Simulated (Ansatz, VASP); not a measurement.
**One calculation of BaTiO3, two programs**

```
CELL_PARAMETERS angstrom
3.98545 0.00000 0.00000
0.00000 3.98545 0.00000
0.00000 0.00000 4.13748
ATOMIC_POSITIONS crystal
Ba 0.50000 0.50000 0.58714
Ti 0.00000 0.00000 0.10454
O 0.00000 0.50000 0.06162
O 0.50000 0.00000 0.06162
O 0.00000 0.00000 0.54507
```

Change from the starting cell: strain along c alone, the other axes held, atoms relaxed: -1.5 %.

Alike in both runs: functional PBE; k mesh 8 × 8 × 6; occupations gaussian, width 0.02 eV; no spin polarisation.

Ansatz relaxed the structure, and its values are those at the end. VASP's run is a single point on that final structure, the one shown.

|  | VASP | Ansatz |
| --- | --- | --- |
| version | VASP 6.6.1 | Ansatz 0.2.0 |
| potentials or method | VASP PAW PBE potentials, release 64 (Ba_sv, Ti_sv, O), cutoff 520 eV | scalar-relativistic, plane waves, PAW |
| valence electrons in the cell | 40 | 40 |

Ansatz gave:

```
gap on the k mesh at the Fermi level (eV) : 1.85
least direct gap on the mesh (eV)         : 2.34
pressure (GPa)                            : 1.3
rms of the force components (eV/Å)        : 0.000
```

**Question.** Which values does VASP return?

**Answer.** gap on the k mesh at the Fermi level (eV): 1.79; least direct gap on the mesh (eV): 2.30; pressure (GPa): 3.0; rms of the force components (eV/Å): 0.031.

Ansatz's warnings: stress scf threshold loose.

Neither program's run includes spin-orbit coupling.
